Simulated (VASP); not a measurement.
# Li2S (Fm-3m) in VASP: a series of runs, part 3 of 3

VASP 6.6.1.

## Step 6: Single point, HSE06

File POSCAR:

```
Li2S
1.0
    0.0000000000      2.8452955568      2.8452955568
    2.8452955568      0.0000000000      2.8452955568
    2.8452955568      2.8452955568      0.0000000000
Li S
2 1
Direct
    0.7500000000      0.7500000000      0.7500000000
    0.2500000000      0.2500000000      0.2500000000
    0.0000000000      0.0000000000      0.0000000000
```

File INCAR.step1:

```
SYSTEM = Li2S
PREC = Accurate
ENCUT = 650
EDIFF = 1E-5
ISMEAR = 0
SIGMA = 0.01
LREAL = .FALSE.
LASPH = .TRUE.
NELM = 120
ALGO = Normal
ISIF = 2
LWAVE = .TRUE.
GGA = PE
NBANDS = 13
GGA_COMPAT = .FALSE.
```

File INCAR.step2:

```
SYSTEM = Li2S
PREC = Accurate
ENCUT = 650
EDIFF = 1E-6
ISMEAR = 0
SIGMA = 0.01
LREAL = .FALSE.
LASPH = .TRUE.
NELM = 120
ALGO = Normal
ISIF = 2
LWAVE = .FALSE.
LCHARG = .TRUE.
GGA = PE
LHFCALC = .TRUE.
HFSCREEN = 0.2079
PRECFOCK = Normal
LELF = .TRUE.
LVHAR = .TRUE.
ISTART = 1
NBANDS = 13
GGA_COMPAT = .FALSE.
```

File KPOINTS:

```
Automatic mesh
0
G
  6 6 6
  0 0 0
```

Potentials or basis: VASP PAW PBE potentials, release 64 (Li_sv, S).

Run with:

```sh
$ cat potpaw_PBE.64/Li_sv/POTCAR potpaw_PBE.64/S/POTCAR > POTCAR
$ cp INCAR.step1 INCAR
$ mpirun -np 1 vasp_std > vasp.out
$ cp INCAR.step2 INCAR
$ mpirun -np 1 vasp_std > vasp.out
```

OUTCAR:

```text
SYSTEM = Li2S
   PREC = Accurate
   ENCUT = 650
   EDIFF = 1E-6
   ISMEAR = 0
   LREAL = .FALSE.
   LASPH = .TRUE.
   NELM = 120
   ISIF = 2
   GGA = PE
   LHFCALC = .TRUE.
   HFSCREEN = 0.2079
   PRECFOCK = Normal
   ISTART = 1

 ion  position               nearest neighbor table
   1  0.750  0.750  0.750-   3 2.46   3 2.46   3 2.46   3 2.46
   2  0.250  0.250  0.250-   3 2.46   3 2.46   3 2.46   3 2.46
   3  0.000  0.000  0.000-   1 2.46   1 2.46   1 2.46   1 2.46   2 2.46   2 2.46   2 2.46   2 2.46

  LATTYP: Found a face centered cubic cell.
 ALAT       =     5.6905911136

  Lattice vectors:

 A1 = (   0.0000000000,   2.8452955568,   2.8452955568)
 A2 = (   2.8452955568,   0.0000000000,   2.8452955568)
 A3 = (   2.8452955568,   2.8452955568,   0.0000000000)

Analysis of symmetry for initial positions (statically):
=====================================================================
 Subroutine PRICEL returns:
 Original cell was already a primitive cell.

 Routine SETGRP: Setting up the symmetry group for a
 face centered cubic supercell.

 Subroutine GETGRP returns: Found 48 space group operations
 (whereof 48 operations were pure point group operations)
 out of a pool of 48 trial point group operations.

The static configuration has the point symmetry O_h .

Analysis of symmetry for dynamics (positions and initial velocities):
=====================================================================
 Subroutine PRICEL returns:
 Original cell was already a primitive cell.

 Routine SETGRP: Setting up the symmetry group for a
 face centered cubic supercell.

 Subroutine GETGRP returns: Found 48 space group operations
 (whereof 48 operations were pure point group operations)
 out of a pool of 48 trial point group operations.

The dynamic configuration has the point symmetry O_h .

 Subroutine INISYM returns: Found 48 space group operations
 (whereof 48 operations are pure point group operations),
 and found     1 'primitive' translations

----------------------------------------------------------------------------------------

                                     Primitive cell

  volume of cell :      46.0694

  direct lattice vectors                    reciprocal lattice vectors
     0.000000000  2.845295557  2.845295557    -0.175728669  0.175728669  0.175728669
     2.845295557  0.000000000  2.845295557     0.175728669 -0.175728669  0.175728669
     2.845295557  2.845295557  0.000000000     0.175728669  0.175728669 -0.175728669

  length of vectors
     4.023855565  4.023855565  4.023855565     0.304370982  0.304370982  0.304370982

  position of ions in fractional coordinates (direct lattice)
     0.750000000  0.750000000  0.750000000
     0.250000000  0.250000000  0.250000000
     0.000000000  0.000000000  0.000000000

  ion indices of the primitive-cell ions
   primitive index   ion index
                 1           1
                 2           2
                 3           3

----------------------------------------------------------------------------------------

 KPOINTS: Automatic mesh

[... 47 lines left out ...]
   NGXF,Y,Z  is equivalent  to a cutoff of  29.75, 29.75, 29.75 a.u.
 SYSTEM =  Li2S
   PREC   = accura    normal or accurate (medium, high low for compatibility)
   ISTART =      1    job   : 0-new  1-cont  2-samecut
   ICHARG =      0    charge: 1-file 2-atom 10-const
   ISPIN  =      1    spin polarized calculation?
   LNONCOLLINEAR =      F non collinear calculations
   LSORBIT =      F    spin-orbit coupling
   LASPH  =      T    aspherical Exc in radial PAW
   ENCUT  =  650.0 eV  47.77 Ry    6.91 a.u.   8.36  8.36  8.36*2*pi/ulx,y,z
   NELM   =    120;   NELMIN=  2; NELMDL=  0     # of ELM steps
   EDIFF  = 0.1E-05   stopping-criterion for ELM
   LREAL  =      F    real-space projection
   EDIFFG = 0.1E-04   stopping-criterion for IOM
   NSW    =      0    number of steps for IOM
   IBRION =     -1    ionic relax: 0-MD 1-quasi-New 2-CG
   NFREE  =      0    steps in history (QN), initial steepest desc. (CG)
   ISIF   =      2    stress and relaxation
   ISYM   =      3    0-nonsym 1-usesym 2-fastsym
   POTIM  = 0.5000    time-step for ionic-motion
   TEBEG  =    0.0;   TEEND  =   0.0 temperature during run
   PSTRESS=    0.0 pullay stress
   NELECT =      12.0000    total number of electrons
   NUPDOWN=      -1.0000    fix difference up-down
   EMIN   =  10.00;   EMAX   =-10.00  energy-range for DOS
   EFERMI =   0.00;   METHOD = LEGACY
   ISMEAR =     0;   SIGMA  =   0.01  broadening in eV -4-tet -1-fermi 0-gaus
   EFERMI_NEDOS =   21; number of points for ismear=-14 and -15
   IALGO  =     38    algorithm
   IMIX   =      1    mixing-type and parameters
     AMIX     =   0.40;   BMIX     =  1.00
     AMIX_MAG =   1.60;   BMIX_MAG =  1.00
  volume/ion in A,a.u.               =      15.36       103.63
  Fermi-wavevector in a.u.,A,eV,Ry     =   1.045517  1.975741 14.872614  1.093106
  Thomas-Fermi vector in A             =   2.180316
   LORBIT       =      0    0 simple, 1 ext, 2 COOP (PROOUT), +10 PAW based schemes
   GGA     = PE    functional components
   LHFCALC =     T    Hartree Fock is set to
   PRECFOCK=normal    Normal, Fast or Accurate (Low or Medium for compatibility)
   ENCUT4O =  -1.0   cutoff for four orbital integrals eV
   NKREDX  =     1    reduce k-point grid by
   NKREDY  =     1    reduce k-point grid by
   NKREDZ  =     1    reduce k-point grid by
   AEXX    =    0.2500 exact exchange contribution
   HFSCREEN=    0.2079 screening length (either q_TF or 0.3 A-1)
   HFSCREENC=   0.2079 screening length for correlation (either q_TF or 0.3 A-1)
   ENCUTFOCK=  -1.0 apply spherical cutoff to Coloumb kernel
   IVDW    =     0    specifies the selected vdW correction
   LEPSILON=     F    determine dielectric tensor
   LRPA    =     F    only Hartree local field effects (RPA)
 non-spin polarized calculation
 Gauss-broadening in eV      SIGMA  =   0.01
  energy-cutoff  :      650.00
  volume of cell :       46.07
 maximum number of plane-waves:      1759
 NGX is ok and might be reduce to    36
  NGX = 28; NGY = 28; NGZ = 28

 number of electron      11.9999998 magnetization

 Free energy of the ion-electron system (eV)
  ---------------------------------------------------
  ext. energy  EPLUGINS =         0.00000000
  ---------------------------------------------------
  free energy    TOTEN  =       -13.51716509 eV

  energy without entropy =      -13.51716509  energy(sigma->0) =      -13.51716509

 E-fermi :   0.8386     XC(G=0):  -7.1206

 val. band max:        0.7719886167   @ k =   0.0000   0.0000   0.0000
 cond. band min:       5.1020067560   @ k =   0.5000   0.5000   0.0000
 fundamental gap:      4.3300181393
 Fermi energy:         0.8386029837

 k-point     1 :       0.0000    0.0000    0.0000
  band No.  band energies     occupation
      1     -46.3721      2.00000
      2     -46.3280      2.00000
      3     -11.4185      2.00000
      4       0.7720      2.00000
      5       0.7720      2.00000
      6       0.7720      2.00000
      7       6.1179      0.00000
      8       8.1620      0.00000
      9       8.1620      0.00000
     10       8.1620      0.00000
     11      13.2947      0.00000
     12      13.2947      0.00000
     13      14.5247      0.00000
[... 226 lines left out ...]
  band No.  band energies     occupation
      1     -46.3522      2.00000
      2     -46.3446      2.00000
      3     -10.7627      2.00000
      4      -1.4440      2.00000
      5      -1.0290      2.00000
      6      -1.0155      2.00000
      7       6.4474      0.00000
      8       9.9325      0.00000
      9      10.4132      0.00000
     10      12.2210      0.00000
     11      13.7324      0.00000
     12      14.6992      0.00000
     13      14.9049      0.00000

------------------------ aborting loop because EDIFF is reached ----------------------------------------

  FORCE on cell =-STRESS in cart. coord.  units (eV):
  Direction    XX          YY          ZZ          XY          YZ          ZX
  --------------------------------------------------------------------------------------
  -------------------------------------------------------------------------------------
  Total       -0.1700794     -0.1700794     -0.1700794      0.0000000     -0.0000000     -0.0000000
  in kB       -5.9149379     -5.9149379     -5.9149379      0.0000000     -0.0000000     -0.0000000
  external PRESSURE =      -5.9149379 kB  Pullay stress =       0.0000000 kB

 VOLUME and BASIS-vectors are now :
 -----------------------------------------------------------------------------
  energy-cutoff  :      650.00
  volume of cell :       46.07
      direct lattice vectors                 reciprocal lattice vectors
     0.000000000  2.845295557  2.845295557    -0.175728669  0.175728669  0.175728669
     2.845295557  0.000000000  2.845295557     0.175728669 -0.175728669  0.175728669
     2.845295557  2.845295557  0.000000000     0.175728669  0.175728669 -0.175728669

 POSITION                                       TOTAL-FORCE (eV/Angst)
 -----------------------------------------------------------------------------------
      4.26794      4.26794      4.26794         0.000000      0.000000      0.000000
      1.42265      1.42265      1.42265        -0.000000      0.000000      0.000000
      0.00000      0.00000      0.00000        -0.000000     -0.000000     -0.000000
 -----------------------------------------------------------------------------------
    total drift:                               -0.000000      0.000000      0.000000

  FREE ENERGIE OF THE ION-ELECTRON SYSTEM (eV)
  ---------------------------------------------------
  free  energy   TOTEN  =       -13.5171650892 eV

  energy  without entropy=      -13.5171650892  energy(sigma->0) =      -13.51716509
```

Wall time 15 min (1 thread of Intel Xeon 6975P-C (Granite Rapids), shared host); peak memory 0.32 GiB.

Results:

* Free energy: -13.5172 eV
* Pressure: -0.6 GPa
* Band gap on the k mesh: 4.33 eV (least direct gap 5.35 eV)

Caveat: the PAW data sets were made with another functional, which shifts forces and pressure a little.

## Step 7: Overview

| level | k mesh | cutoff (eV) | grid for exact exchange (PRECFOCK) | share of exact exchange | screening parameter | gap on the mesh (eV) | pressure (GPa) |
| --- | --- | --- | --- | --- | --- | --- | --- |
| PBE | 6 × 6 × 6 | 750 | - | - | - | 3.39 | 0.2 |
| PBE | 8 × 8 × 8 | 750 | - | - | - | 3.39 | 0.2 |
| r2SCAN | 6 × 6 × 6 | 830 | - | - | - | 3.86 | -0.2 |
| HSE06 | 6 × 6 × 6 | 650 | Normal | 0.25 | 0.2079 1/Å | 4.33 | -0.6 |

Alike in all rows: task single point; potentials or basis VASP PAW PBE potentials, release 64 (Li_sv, S); no spin polarisation; cell as given; smearing gaussian 0.01 eV.

On the cell as given the gap runs from 3.39 eV (PBE) to 4.33 eV (HSE06); the meshes differ, which moves gaps too. The pressure there spans -0.6 GPa (HSE06) to 0.2 GPa (PBE); a positive pressure means that this level wants a larger cell, a negative one a smaller.

Caveats: the PAW data sets were made with another functional, which shifts forces and pressure a little (at least some runs).

Absolute energies hang on the potentials; compare differences alone.
